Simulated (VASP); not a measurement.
A run of VASP 6.6.1:

Contents of INCAR:

```
ALGO = Normal
EDIFF = 1E-6
EDIFFG = -0.01
ENCUT = 600
GGA = PE
IBRION = 2
ISIF = 4
ISMEAR = 0
LASPH = True
LCHARG = False
LREAL = False
LWAVE = False
NELM = 80
NSW = 50
PREC = Accurate
SIGMA = 0.02
```

Contents of KPOINTS:

```
k-points
0
Gamma
  9 9 6
```

File POSCAR:

```
ZnO
1.0
    3.2463576338      0.0000000000      0.0000000000
   -1.6231788169      2.8114281806      0.0000000000
    0.0000000000      0.0000000000      5.2398029152
Zn O
2 2
Direct
    0.3333333333      0.6666666667      0.4999685893
    0.6666666667      0.3333333333     -0.0000314107
    0.6666666667      0.3333333333      0.3790414107
    0.3333333333      0.6666666667      0.8790414107
```

Potentials or basis: VASP PAW PBE potentials, release 64 (Zn, O).

Launch:

```sh
$ cat potpaw_PBE.64/Zn/POTCAR potpaw_PBE.64/O/POTCAR > POTCAR
$ mpirun -np 1 vasp_std > vasp.out
```

Hardware: 1 thread of Intel(R) Xeon(R) Platinum 8488C (Sapphire Rapids) (shared host).

Question: Estimate the wall time of this run.

Answer: It took 50 s on 1 thread of Intel(R) Xeon(R) Platinum 8488C (Sapphire Rapids), with other jobs on the host, peak memory 0.2 GiB. Counts: scf iterations 15, k points 48, ion steps 1.
